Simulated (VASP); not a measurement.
# W (Pm-3m) in VASP: notebook

The runs below take W through single point, relaxation of cell and atoms, with PBEsol.

Everything below comes from runs of VASP 6.6.1. Logs are shortened: lines on timing, memory, paths and dates and some standing lists are left out, and cuts for length are marked.

### Step 1. The cell of the first run

The structure is cubic, space group Pm-3m (No. 221). The conventional cell has a = 2.602 Å, b = 2.602 Å, c = 2.602 Å, α = 90.00°, β = 90.00°, γ = 90.00°. Within 3.4 Å of W (site symmetry m-3m) lie 6 W at 2.60 Å.

### Step 2. Single point, PBEsol

Contents of INCAR:

```
PREC = Accurate
ENCUT = 500
EDIFF = 1E-6
ISMEAR = 0
SIGMA = 0.1
LREAL = F
LASPH = T
NELM = 120
ALGO = Normal
ISIF = 2
LWAVE = F
LCHARG = F
GGA = PS
NBANDS = 13
GGA_COMPAT = F
```

Contents of KPOINTS:

```
regular mesh
0
Gamma
  6 6 6
```

Contents of POSCAR:

```
W
1.0
    2.6020724237      0.0000000000      0.0000000000
    0.0000000000      2.6020724237      0.0000000000
    0.0000000000      0.0000000000      2.6020724237
W
1
Direct
    0.0000000000      0.0000000000      0.0000000000
```

Potentials or basis: VASP PAW PBE potentials, release 64 (W_sv).

Started as:

```
cat potpaw_PBE.64/W_sv/POTCAR > POTCAR
mpirun -np 1 vasp_std > vasp.out
```

OUTCAR:

```text
PREC = Accurate
   ENCUT = 500
   EDIFF = 1E-6
   ISMEAR = 0
   LREAL = F
   LASPH = T
   NELM = 120
   ISIF = 2
   GGA = PS

 ion  position               nearest neighbor table
   1  0.000  0.000  0.000-

  LATTYP: Found a simple cubic cell.
 ALAT       =     2.6020724237

  Lattice vectors:

 A1 = (   2.6020724237,   0.0000000000,   0.0000000000)
 A2 = (   0.0000000000,   2.6020724237,   0.0000000000)
 A3 = (   0.0000000000,   0.0000000000,   2.6020724237)

Analysis of symmetry for initial positions (statically):
=====================================================================
 Subroutine PRICEL returns:
 Original cell was already a primitive cell.

 Routine SETGRP: Setting up the symmetry group for a
 simple cubic supercell.

 Subroutine GETGRP returns: Found 48 space group operations
 (whereof 48 operations were pure point group operations)
 out of a pool of 48 trial point group operations.

The static configuration has the point symmetry O_h .

Analysis of symmetry for dynamics (positions and initial velocities):
=====================================================================
 Subroutine PRICEL returns:
 Original cell was already a primitive cell.

 Routine SETGRP: Setting up the symmetry group for a
 simple cubic supercell.

 Subroutine GETGRP returns: Found 48 space group operations
 (whereof 48 operations were pure point group operations)
 out of a pool of 48 trial point group operations.

The dynamic configuration has the point symmetry O_h .

 Subroutine INISYM returns: Found 48 space group operations
 (whereof 48 operations are pure point group operations),
 and found     1 'primitive' translations

----------------------------------------------------------------------------------------

                                     Primitive cell

  volume of cell :      17.6181

  direct lattice vectors                    reciprocal lattice vectors
     2.602072424  0.000000000  0.000000000     0.384309057  0.000000000  0.000000000
     0.000000000  2.602072424  0.000000000     0.000000000  0.384309057  0.000000000
     0.000000000  0.000000000  2.602072424     0.000000000  0.000000000  0.384309057

  length of vectors
     2.602072424  2.602072424  2.602072424     0.384309057  0.384309057  0.384309057

  position of ions in fractional coordinates (direct lattice)
     0.000000000  0.000000000  0.000000000

  ion indices of the primitive-cell ions
   primitive index   ion index
                 1           1

----------------------------------------------------------------------------------------

 KPOINTS: regular mesh

Automatic generation of k-mesh.
 Grid dimensions read from file:
 generate k-points for:    6    6    6

 Generating k-lattice:

  Cartesian coordinates                     Fractional coordinates (reciprocal lattice)
     0.064051510  0.000000000  0.000000000     0.166666667  0.000000000  0.000000000
     0.000000000  0.064051510  0.000000000     0.000000000  0.166666667  0.000000000
     0.000000000  0.000000000  0.064051510     0.000000000  0.000000000  0.166666667

  Length of vectors
     0.064051510  0.064051510  0.064051510

  Shift w.r.t. Gamma in fractional coordinates (k-lattice)
     0.000000000  0.000000000  0.000000000

 Subroutine IBZKPT returns following result:
 ===========================================

 Found     20 irreducible k-points:

 Following reciprocal coordinates:
            Coordinates               Weight
  0.000000  0.000000  0.000000      1.000000
  0.166667  0.000000  0.000000      6.000000
  0.333333  0.000000  0.000000      6.000000
  0.500000  0.000000  0.000000      3.000000
  0.166667  0.166667  0.000000     12.000000
  0.333333  0.166667  0.000000     24.000000
[... 12 lines left out ...]
  0.500000  0.500000  0.333333      6.000000
  0.500000  0.500000  0.500000      1.000000
   k-points           NKPTS =     20   k-points in BZ     NKDIM =     20   number of bands    NBANDS=     13
   number of dos      NEDOS =    301   number of ions     NIONS =      1
   total plane-waves  NPLWV =   8000
   dimension x,y,z NGX =    20 NGY =   20 NGZ =   20
   dimension x,y,z NGXF=    40 NGYF=   40 NGZF=   40
   ions per type =               1
   NGX,Y,Z   is equivalent  to a cutoff of  12.78, 12.78, 12.78 a.u.
   NGXF,Y,Z  is equivalent  to a cutoff of  25.56, 25.56, 25.56 a.u.
 SYSTEM =  unknown system
   PREC   = accura    normal or accurate (medium, high low for compatibility)
   ISTART =      0    job   : 0-new  1-cont  2-samecut
   ICHARG =      2    charge: 1-file 2-atom 10-const
   ISPIN  =      1    spin polarized calculation?
   LNONCOLLINEAR =      F non collinear calculations
   LSORBIT =      F    spin-orbit coupling
   LASPH  =      T    aspherical Exc in radial PAW
   ENCUT  =  500.0 eV  36.75 Ry    6.06 a.u.   4.74  4.74  4.74*2*pi/ulx,y,z
   NELM   =    120;   NELMIN=  2; NELMDL= -5     # of ELM steps
   EDIFF  = 0.1E-05   stopping-criterion for ELM
   LREAL  =      F    real-space projection
   EDIFFG = 0.1E-04   stopping-criterion for IOM
   NSW    =      0    number of steps for IOM
   IBRION =     -1    ionic relax: 0-MD 1-quasi-New 2-CG
   NFREE  =      0    steps in history (QN), initial steepest desc. (CG)
   ISIF   =      2    stress and relaxation
   ISYM   =      2    0-nonsym 1-usesym 2-fastsym
   POTIM  = 0.5000    time-step for ionic-motion
   TEBEG  =    0.0;   TEEND  =   0.0 temperature during run
   PSTRESS=    0.0 pullay stress
   NELECT =      14.0000    total number of electrons
   NUPDOWN=      -1.0000    fix difference up-down
   EMIN   =  10.00;   EMAX   =-10.00  energy-range for DOS
   EFERMI =   0.00;   METHOD = LEGACY
   ISMEAR =     0;   SIGMA  =   0.10  broadening in eV -4-tet -1-fermi 0-gaus
   EFERMI_NEDOS =   21; number of points for ismear=-14 and -15
   IALGO  =     38    algorithm
   IMIX   =      4    mixing-type and parameters
     AMIX     =   0.40;   BMIX     =  1.00
     AMIX_MAG =   1.60;   BMIX_MAG =  1.00
  volume/ion in A,a.u.               =      17.62       118.89
  Fermi-wavevector in a.u.,A,eV,Ry     =   1.516345  2.865477 31.283920  2.299303
  Thomas-Fermi vector in A             =   2.625747
   LORBIT       =      0    0 simple, 1 ext, 2 COOP (PROOUT), +10 PAW based schemes
   GGA     = PS    functional components
   LHFCALC =     F    Hartree Fock is set to
   AEXX    =    0.0000 exact exchange contribution
   IVDW    =     0    specifies the selected vdW correction
   LEPSILON=     F    determine dielectric tensor
   LRPA    =     F    only Hartree local field effects (RPA)
 non-spin polarized calculation
 Gauss-broadening in eV      SIGMA  =   0.10
  energy-cutoff  :      500.00
  volume of cell :       17.62
 maximum number of plane-waves:       468
 NGX is ok and might be reduce to    20
   NGX =  9   NGY =  9   NGZ =  9

 number of electron      14.0000004 magnetization

 Free energy of the ion-electron system (eV)
  ---------------------------------------------------
  ext. energy  EPLUGINS =         0.00000000
  ---------------------------------------------------
  free energy    TOTEN  =       -12.39911610 eV

  energy without entropy =      -12.39105870  energy(sigma->0) =      -12.39508740

 E-fermi :   9.6711     XC(G=0): -13.0317

 val. band max:        9.3935567144   @ k =   0.3333   0.3333   0.1667
 cond. band min:       9.7142502119   @ k =   0.3333   0.3333   0.1667
 fundamental gap:      0.3206934976
 Fermi energy:         9.6710806668

 k-point     1 :       0.0000    0.0000    0.0000
  band No.  band energies     occupation
      1     -64.3620      2.00000
      2     -27.9077      2.00000
      3     -27.9077      2.00000
      4     -27.9077      2.00000
      5       0.9130      2.00000
      6       5.1567      2.00000
      7       5.1567      2.00000
      8      14.6365      0.00000
      9      14.6365      0.00000
     10      14.6365      0.00000
     11      24.6710      0.00000
     12      24.6710      0.00000
     13      24.6710      0.00000

 k-point     2 :       0.1667    0.0000    0.0000
  band No.  band energies     occupation
      1     -64.3338      2.00000
      2     -28.2890      2.00000
      3     -27.8753      2.00000
      4     -27.8753      2.00000
      5       1.7685      2.00000
      6       5.3878      2.00000
      7       6.1551      2.00000
      8      13.3074      0.00000
      9      13.3074      0.00000
     10      14.7408      0.00000
     11      21.4460      0.00000
     12      26.4398      0.00000
     13      26.4398      0.00000

 k-point     3 :       0.3333    0.0000    0.0000
  band No.  band energies     occupation
      1     -64.2774      2.00000
      2     -29.0024      2.00000
      3     -27.8098      2.00000
      4     -27.8098      2.00000
      5       3.4727      2.00000
      6       5.8940      2.00000
      7       8.3252      2.00000
      8      11.3926      0.00000
      9      11.3926      0.00000
     10      14.9563      0.00000
     11      18.7702      0.00000
     12      25.0507      0.00000
     13      29.3538      0.00000

 k-point     4 :       0.5000    0.0000    0.0000
  band No.  band energies     occupation
      1     -64.2490      2.00000
      2     -29.3379      2.00000
      3     -27.7768      2.00000
      4     -27.7768      2.00000
      5       4.4897      2.00000
      6       6.1740      2.00000
      7       8.9656      2.00000
      8      10.6273      0.00000
      9      10.6273      0.00000
     10      15.0678      0.00000
     11      19.3740      0.00000
     12      23.6559      0.00000
     13      28.4727      0.00000

 k-point     5 :       0.1667    0.1667    0.0000
  band No.  band energies     occupation
      1     -64.3059      2.00000
      2     -28.2676      2.00000
      3     -28.2364      2.00000
      4     -27.8433      2.00000
      5       2.6219      2.00000
      6       6.0025      2.00000
      7       6.7447      2.00000
      8      11.8331      0.00000
      9      13.2446      0.00000
     10      13.6825      0.00000
     11      22.9479      0.00000
     12      23.0703      0.00000
     13      28.3093      0.00000
[... 193 lines left out ...]
 k-point    18 :       0.5000    0.3333    0.3333
  band No.  band energies     occupation
      1     -64.0855      2.00000
      2     -29.0540      2.00000
      3     -28.7066      2.00000
      4     -28.6828      2.00000
      5       5.4645      2.00000
      6       6.5063      2.00000
      7       7.2382      2.00000
      8      12.5396      0.00000
      9      13.6365      0.00000
     10      19.0683      0.00000
     11      20.3493      0.00000
     12      20.4085      0.00000
     13      28.0440      0.00000

 k-point    19 :       0.5000    0.5000    0.3333
  band No.  band energies     occupation
      1     -64.0583      2.00000
      2     -29.0072      2.00000
      3     -29.0072      2.00000
      4     -28.6521      2.00000
      5       5.0591      2.00000
      6       6.4776      2.00000
      7       6.4776      2.00000
      8      13.1921      0.00000
      9      17.6962      0.00000
     10      18.5146      0.00000
     11      20.5059      0.00000
     12      20.5059      0.00000
     13      23.9677      0.00000

 k-point    20 :       0.5000    0.5000    0.5000
  band No.  band energies     occupation
      1     -64.0311      2.00000
      2     -28.9616      2.00000
      3     -28.9616      2.00000
      4     -28.9616      2.00000
      5       5.5820      2.00000
      6       5.5820      2.00000
      7       5.5820      2.00000
      8      16.9662      0.00000
      9      17.7733      0.00000
     10      17.7733      0.00000
     11      21.7326      0.00000
     12      21.7326      0.00000
     13      21.7326      0.00000

------------------------ aborting loop because EDIFF is reached ----------------------------------------

  FORCE on cell =-STRESS in cart. coord.  units (eV):
  Direction    XX          YY          ZZ          XY          YZ          ZX
  --------------------------------------------------------------------------------------
  -------------------------------------------------------------------------------------
  Total        0.0729658      0.0729658      0.0729658      0.0000000     -0.0000000     -0.0000000
  in kB        6.6354746      6.6354746      6.6354746      0.0000000     -0.0000000     -0.0000000
  external PRESSURE =       6.6354746 kB  Pullay stress =       0.0000000 kB

 VOLUME and BASIS-vectors are now :
 -----------------------------------------------------------------------------
  energy-cutoff  :      500.00
  volume of cell :       17.62
      direct lattice vectors                 reciprocal lattice vectors
     2.602072424  0.000000000  0.000000000     0.384309057  0.000000000  0.000000000
     0.000000000  2.602072424  0.000000000     0.000000000  0.384309057  0.000000000
     0.000000000  0.000000000  2.602072424     0.000000000  0.000000000  0.384309057

 POSITION                                       TOTAL-FORCE (eV/Angst)
 -----------------------------------------------------------------------------------
      0.00000      0.00000      0.00000         0.000000      0.000000      0.000000
 -----------------------------------------------------------------------------------
    total drift:                               -0.000000      0.000000      0.000000

  FREE ENERGIE OF THE ION-ELECTRON SYSTEM (eV)
  ---------------------------------------------------
  free  energy   TOTEN  =       -12.3991160963 eV

  energy  without entropy=      -12.3910587032  energy(sigma->0) =      -12.39508740
```

Run time: 6.2 s. Hardware: 1 thread of Intel Xeon 8259CL, shared host; peak memory 0.13 GiB.

What came out:

| Quantity | Value |
| --- | --- |
| Free energy | -12.3991 eV |
| Pressure | 0.7 GPa |
| Band gap on the k mesh | zero (band 7 reaches 11.44 eV, above the bottom of band 8 at 8.89 eV) |

Levels at points of the mesh, in eV from the Fermi level:
| k point | band 3 | band 4 | band 5 | band 6 | band 7 | band 8 | band 9 | band 10 | band 11 | band 12 |
| --- | --- | --- | --- | --- | --- | --- | --- | --- | --- | --- |
| (0.00, 0.00, 0.00) | -37.58 | -37.58 | -8.76 | -4.51 | -4.51 | 4.97 | 4.97 | 4.97 | 15.00 | 15.00 |
| (0.50, 0.00, 0.00) | -37.45 | -37.45 | -5.18 | -3.50 | -0.71 | 0.96 | 0.96 | 5.40 | 9.70 | 13.98 |
| (0.50, 0.50, 0.00) | -38.81 | -37.32 | -5.82 | -2.97 | 1.77 | 1.77 | 4.97 | 4.97 | 7.80 | 14.87 |
| (0.50, 0.50, 0.50) | -38.63 | -38.63 | -4.09 | -4.09 | -4.09 | 7.30 | 8.10 | 8.10 | 12.06 | 12.06 |

Caveat: the k points lie up to 0.40 Å⁻¹ apart; the PAW data sets were made with another functional, which shifts forces and pressure a little; spin-orbit coupling is left out, which moves the levels of the heavy elements.

### Step 3. Single point, PBEsol

This run uses another cell than the first one, of 16.68 Å³/atom, 0.947 times its volume.

Contents of INCAR:

```
PREC = Accurate
ENCUT = 500
EDIFF = 1E-6
ISMEAR = 0
SIGMA = 0.1
LREAL = False
LASPH = True
NELM = 120
ALGO = Normal
ISIF = 2
LWAVE = False
LCHARG = False
GGA = PS
NBANDS = 13
GGA_COMPAT = False
```

Contents of KPOINTS:

```
Automatic mesh
0
Gamma
  8 8 8
```

Contents of POSCAR:

```
W
1.0
    2.5551488903      0.0000000000      0.0000000000
    0.0000000000      2.5551488903      0.0000000000
    0.0000000000      0.0000000000      2.5551488903
W
1
Direct
    0.0000000000      0.0000000000      0.0000000000
```

Potentials or basis: VASP PAW PBE potentials, release 64 (W_sv).

Started as:

```
cat potpaw_PBE.64/W_sv/POTCAR > POTCAR
mpirun -np 1 vasp_std > vasp.out
```

Run time: 7.9 s. Hardware: 1 thread of Intel Xeon 8259CL, shared host; peak memory 0.12 GiB.

The run converged. Its results:

| Quantity | Value |
| --- | --- |
| Free energy | -12.1805 eV |
| Pressure | 19.6 GPa |
| Band gap on the k mesh | zero (band 7 reaches 12.49 eV, above the bottom of band 8 at 9.93 eV) |

Levels at points of the mesh, in eV from the Fermi level:
```tsv
k point	band 4	band 5	band 6	band 7	band 8	band 9	band 10	band 11
(0.00, 0.00, 0.00)	-37.48	-9.07	-4.86	-4.86	5.32	5.32	5.32	15.47
(0.50, 0.00, 0.00)	-37.33	-5.36	-3.76	-0.71	0.95	0.95	5.79	10.42
(0.50, 0.50, 0.00)	-37.18	-6.31	-3.11	1.85	1.85	5.26	5.26	8.39
(0.50, 0.50, 0.50)	-38.71	-4.46	-4.46	-4.46	7.14	8.73	8.73	12.87
```

Caveat: the PAW data sets were made with another functional, which shifts forces and pressure a little; spin-orbit coupling is left out, which moves the levels of the heavy elements.

### Step 4. Relaxation of cell and atoms, PBEsol

This run uses another cell than the first one, of 16.68 Å³/atom, 0.947 times its volume.

Contents of INCAR:

```
ALGO     = Normal         # electronic algorithm
EDIFF    = 1E-7           # SCF threshold, eV
EDIFFG   = -0.04          # ionic threshold
ENCUT    = 500            # plane-wave cutoff, eV
GGA      = PS             # functional
GGA_COMPAT= F            
IBRION   = 2              # ionic algorithm
ISIF     = 3              # what is computed and relaxed
ISMEAR   = 0              # smearing method
LASPH    = T              # aspherical terms in the spheres
LCHARG   = F              # write CHGCAR
LREAL    = F              # projectors in reciprocal space
LWAVE    = F              # write WAVECAR
NELM     = 120            # most SCF steps
NELMIN   = 4            
NSW      = 90             # ionic steps
PREC     = Accurate       # precision mode
SIGMA    = 0.1            # smearing width, eV
```

Contents of KPOINTS:

```
k-points
0
Gamma
  6 6 6
```

POSCAR is that of step 3.

Started as:

```
cat potpaw_PBE.64/W_sv/POTCAR > POTCAR
mpirun -np 1 vasp_std > vasp.out
```

It took 16 s on 1 thread of Intel Xeon 8259CL, shared host; peak memory 0.13 GiB.

It converged, with:

- Free energy: -12.3987 eV
- Relaxed volume: 17.67 Å³/atom
- Relaxed cell: a = 2.605 Å, b = 2.605 Å, c = 2.605 Å, α = 90.00°, β = 90.00°, γ = 90.00°
- Space group after relaxing (to 0.05 Å): Pm-3m (No. 221)
- Energy gained by relaxing: 45.3 meV/atom
- Ionic steps: 4
- Pressure after relaxing: -0.1 GPa
- Band gap on the k mesh: zero (band 7 reaches 11.40 eV, above the bottom of band 8 at 8.86 eV)

The path:
```csv
step,energy change (eV),largest force (eV/Å),pressure (GPa),volume (Å³)
1,0.0000,0.0000,15.53,16.68
2,0.2836,0.0000,-28.14,20.90
3,-0.0451,0.0000,-0.97,17.74
4,-0.0453,0.0000,-0.07,17.67
```

Final structure:
```
W
1.0
     2.60470    0.00000    0.00000
     0.00000    2.60470    0.00000
     0.00000    0.00000    2.60470
W
1
Cartesian
  0.0000 0.0000 0.0000
```

Levels at points of the mesh, in eV from the Fermi level:
| k point | band 4 | band 5 | band 6 | band 7 | band 8 | band 9 | band 10 | band 11 |
| --- | --- | --- | --- | --- | --- | --- | --- | --- |
| (0.00, 0.00, 0.00) | -37.59 | -8.74 | -4.50 | -4.50 | 4.94 | 4.94 | 4.94 | 14.97 |
| (0.50, 0.00, 0.00) | -37.46 | -5.17 | -3.48 | -0.71 | 0.95 | 0.95 | 5.37 | 9.66 |
| (0.50, 0.50, 0.00) | -37.33 | -5.79 | -2.97 | 1.77 | 1.77 | 4.95 | 4.95 | 7.77 |
| (0.50, 0.50, 0.50) | -38.63 | -4.07 | -4.07 | -4.07 | 7.30 | 8.07 | 8.07 | 12.02 |

Caveat: the k points lie up to 0.40 Å⁻¹ apart in the final cell; the PAW data sets were made with another functional, which shifts forces and pressure a little; spin-orbit coupling is left out, which moves the levels of the heavy elements.

### Step 5. The runs side by side

```csv
task,cell,k mesh,gap on the mesh (eV),pressure (GPa)
single point,"a = 2.602 Å, 1 atom",6 × 6 × 6,none,0.7
single point,"a = 2.555 Å, 1 atom",8 × 8 × 8,none,19.6
relaxation of cell and atoms,"relaxed from a = 2.555 Å, 1 atom",6 × 6 × 6,none,-0.1
```

Alike in all rows: level PBEsol; potentials or basis VASP PAW PBE potentials, release 64 (W_sv); no spin polarisation; cutoff (eV) 500; smearing gaussian 0.1 eV.

Caveats: some runs use coarse meshes; the PAW data sets were made with another functional, which shifts forces and pressure a little; spin-orbit coupling is left out, which moves the levels of the heavy elements.

Total energies depend on the potentials used, so only differences within one code and one set of settings carry meaning.
